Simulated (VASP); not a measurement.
# Ge (Pm-3m) in VASP: further runs, part 2 of 2

VASP 6.6.1.

### Step 3. Single point, r2SCAN (20.05 Å³/atom)

This run uses another cell than the first one, of 20.05 Å³/atom.

File POSCAR:

```
Ge
1.0
    2.7168578741      0.0000000000      0.0000000000
    0.0000000000      2.7168578741      0.0000000000
    0.0000000000      0.0000000000      2.7168578741
Ge
1
Direct
    0.0000000000      0.0000000000      0.0000000000
```

File INCAR.step1:

```
SYSTEM = Ge
ALGO = Normal
EDIFF = 1E-4
ENCUT = 520
GGA = PE
ISMEAR = -1
LASPH = .TRUE.
LCHARG = .FALSE.
LREAL = .FALSE.
LWAVE = .TRUE.
NBANDS = 13
NELM = 100
PREC = Accurate
SIGMA = 0.1
```

File INCAR.step2:

```
SYSTEM = Ge
ALGO = Normal
EDIFF = 1E-6
ENCUT = 520
ISIF = 2
ISMEAR = -1
ISTART = 1
LASPH = .TRUE.
LCHARG = .FALSE.
LMIXTAU = .TRUE.
LREAL = .FALSE.
LWAVE = .FALSE.
METAGGA = R2SCAN
NBANDS = 13
NELM = 100
PREC = Accurate
SIGMA = 0.1
```

File KPOINTS:

```
k-points
0
G
  13 13 13
  0 0 0
```

Potentials or basis: VASP PAW PBE potentials, release 64 (Ge_d).

Started as:

```bash
> cat potpaw_PBE.64/Ge_d/POTCAR > POTCAR
> cp INCAR.step1 INCAR
> mpirun -np 1 vasp_std > vasp.out
> cp INCAR.step2 INCAR
> mpirun -np 1 vasp_std > vasp.out
```

Wall time 72 s (1 thread of Intel Xeon 8259CL, shared host); peak memory 0.14 GiB.

Results (log left out):

```yaml
Free_energy: -13.5265 eV
Pressure: -3.0 GPa
Band_gap_on_the_k_mesh: zero (bands 7 and 8 overlap by 9.27 eV)
```

Levels at points of the mesh, in eV from the Fermi level:
| k point | band 3 | band 4 | band 5 | band 6 | band 7 | band 8 | band 9 | band 10 | band 11 | band 12 |
| --- | --- | --- | --- | --- | --- | --- | --- | --- | --- | --- |
| (0.00, 0.00, 0.00) | -25.18 | -25.18 | -25.18 | -13.34 | 6.83 | 6.83 | 6.83 | 10.40 | 10.40 | 13.52 |

Caveat: the PAW data sets were made with another functional, which shifts forces and pressure a little.

### Step 4. Single point, r2SCAN (20.83 Å³/atom)

This run uses another cell than the first one, of 20.83 Å³/atom.

File POSCAR:

```
Ge
1.0
    2.7512521313      0.0000000000      0.0000000000
    0.0000000000      2.7512521313      0.0000000000
    0.0000000000      0.0000000000      2.7512521313
Ge
1
Direct
    0.0000000000      0.0000000000      0.0000000000
```

File INCAR.step1:

```
PREC = Accurate
ENCUT = 520
ISMEAR = -1
SIGMA = 0.1
LREAL = False
LASPH = True
NELM = 60
NBANDS = 13
GGA = PE
ALGO = Normal
EDIFF = 1E-4
LWAVE = True
LCHARG = False
```

File INCAR.step2:

```
PREC = Accurate
ENCUT = 520
EDIFF = 1E-6
ISMEAR = -1
SIGMA = 0.1
LREAL = False
LASPH = True
NELM = 60
ALGO = Normal
ISIF = 2
LWAVE = False
LCHARG = False
METAGGA = R2SCAN
LMIXTAU = True
NBANDS = 13
ISTART = 1
```

File KPOINTS:

```
Automatic mesh
0
Gamma
  13 13 13
```

Potentials or basis: VASP PAW PBE potentials, release 64 (Ge_d).

Started as:

```bash
> cat potpaw_PBE.64/Ge_d/POTCAR > POTCAR
> cp INCAR.step1 INCAR
> mpirun -np 1 vasp_std > vasp.out
> cp INCAR.step2 INCAR
> mpirun -np 1 vasp_std > vasp.out
```

OUTCAR:

```text
PREC = Accurate
   ENCUT = 520
   EDIFF = 1E-6
   ISMEAR = -1
   LREAL = False
   LASPH = True
   NELM = 60
   ISIF = 2
   METAGGA = R2SCAN
   ISTART = 1

 ion  position               nearest neighbor table
   1  0.000  0.000  0.000-

  LATTYP: Found a simple cubic cell.
 ALAT       =     2.7512521313

  Lattice vectors:

 A1 = (   2.7512521313,   0.0000000000,   0.0000000000)
 A2 = (   0.0000000000,   2.7512521313,   0.0000000000)
 A3 = (   0.0000000000,   0.0000000000,   2.7512521313)

Analysis of symmetry for initial positions (statically):
=====================================================================
 Subroutine PRICEL returns:
 Original cell was already a primitive cell.

 Routine SETGRP: Setting up the symmetry group for a
 simple cubic supercell.

 Subroutine GETGRP returns: Found 48 space group operations
 (whereof 48 operations were pure point group operations)
 out of a pool of 48 trial point group operations.

The static configuration has the point symmetry O_h .

Analysis of symmetry for dynamics (positions and initial velocities):
[... 168 lines left out ...]
      4     -19.7968      2.00000
      5     -19.7968      2.00000
      6      -7.6486      2.00000
      7      12.0093      0.00000
      8      12.0093      0.00000
      9      12.0093      0.00000
     10      15.6462      0.00000
     11      15.6462      0.00000
     12      18.4909      0.00000
     13      34.6193      0.00000
[... 354 lines left out ...]
  band No.  band energies     occupation
      1     -19.9515      2.00000
      2     -19.9043      2.00000
      3     -19.8443      2.00000
      4     -19.8316      2.00000
      5     -19.7997      2.00000
      6      -3.0756      2.00000
      7       2.9310      2.00000
      8       5.7840      0.03435
      9      13.0118      0.00000
     10      15.9153      0.00000
     11      21.1887      0.00000
     12      24.7831      0.00000
     13      25.5752      0.00000

 [... further k-points ...]

------------------------ aborting loop because EDIFF is reached ----------------------------------------

  FORCE on cell =-STRESS in cart. coord.  units (eV):
  Direction    XX          YY          ZZ          XY          YZ          ZX
  --------------------------------------------------------------------------------------
  -------------------------------------------------------------------------------------
  Total       -0.6738680     -0.6738680     -0.6738680     -0.0000000     -0.0000000      0.0000000
  in kB      -51.8434942    -51.8434942    -51.8434942     -0.0000000     -0.0000000      0.0000000
  external PRESSURE =     -51.8434942 kB  Pullay stress =       0.0000000 kB

 VOLUME and BASIS-vectors are now :
 -----------------------------------------------------------------------------
  energy-cutoff  :      520.00
  volume of cell :       20.83
      direct lattice vectors                 reciprocal lattice vectors
     2.751252131  0.000000000  0.000000000     0.363470868  0.000000000  0.000000000
     0.000000000  2.751252131  0.000000000     0.000000000  0.363470868  0.000000000
     0.000000000  0.000000000  2.751252131     0.000000000  0.000000000  0.363470868

 POSITION                                       TOTAL-FORCE (eV/Angst)
 -----------------------------------------------------------------------------------
      0.00000      0.00000      0.00000         0.000000      0.000000      0.000000
 -----------------------------------------------------------------------------------
    total drift:                                0.000000      0.000000      0.000000

  FREE ENERGIE OF THE ION-ELECTRON SYSTEM (eV)
  ---------------------------------------------------
  free  energy   TOTEN  =       -13.5068931093 eV

  energy  without entropy=      -13.4937751717  energy(sigma->0) =      -13.50033414
```

OSZICAR.step1:

```text
N       E                     dE             d eps       ncg     rms          rms(c)
DAV:   1     0.644329128768E+02    0.64433E+02   -0.72635E+03  2409   0.293E+03
DAV:   2     0.190927193484E+01   -0.62524E+02   -0.59693E+02  2329   0.439E+02
DAV:   3    -0.418199773382E+01   -0.60913E+01   -0.60653E+01  2424   0.742E+01
DAV:   4    -0.428047380124E+01   -0.98476E-01   -0.98461E-01  2564   0.102E+01
DAV:   5    -0.428154046084E+01   -0.10667E-02   -0.10667E-02  2489   0.120E+00    0.127E+00
DAV:   6    -0.427884486101E+01    0.26956E-02   -0.60083E-03  2759   0.169E+00    0.730E-01
DAV:   7    -0.427888112160E+01   -0.36261E-04   -0.44500E-03  2659   0.120E+00    0.763E-02
DAV:   8    -0.427889882047E+01   -0.17699E-04   -0.70608E-04  2619   0.596E-01
   1 F= -.42788988E+01 E0= -.42714016E+01  d E =-.149944E-01
```

It took 68 s on 1 thread of Intel Xeon 8259CL, shared host; peak memory 0.14 GiB.

Results:

- Free energy: -13.5069 eV
- Pressure: -5.2 GPa
- Band gap on the k mesh: zero (bands 7 and 8 overlap by 8.98 eV)

Levels at points of the mesh, in eV from the Fermi level:
| k point | band 3 | band 4 | band 5 | band 6 | band 7 | band 8 | band 9 | band 10 | band 11 | band 12 |
| --- | --- | --- | --- | --- | --- | --- | --- | --- | --- | --- |
| (0.00, 0.00, 0.00) | -25.18 | -25.18 | -25.18 | -13.03 | 6.63 | 6.63 | 6.63 | 10.27 | 10.27 | 13.11 |

Caveat: the cell stands under tension; the PAW data sets were made with another functional, which shifts forces and pressure a little.

### Step 5. The runs side by side

```tsv
cell	gap on the mesh (eV)	pressure (GPa)
a = 2.682 Å, 1 atom	none	0.0
a = 2.717 Å, 1 atom	none	-3.0
a = 2.751 Å, 1 atom	none	-5.2
```

Alike in all rows: task single point; level r2SCAN; potentials or basis VASP PAW PBE potentials, release 64 (Ge_d); no spin polarisation; k mesh 13 × 13 × 13; cutoff (eV) 520; smearing fermi-dirac 0.1 eV.

Caveats: the PAW data sets were made with another functional, which shifts forces and pressure a little; the cell stands under tension (at least some runs).

Total energies depend on the potentials used, so only differences within one code and one set of settings carry meaning.
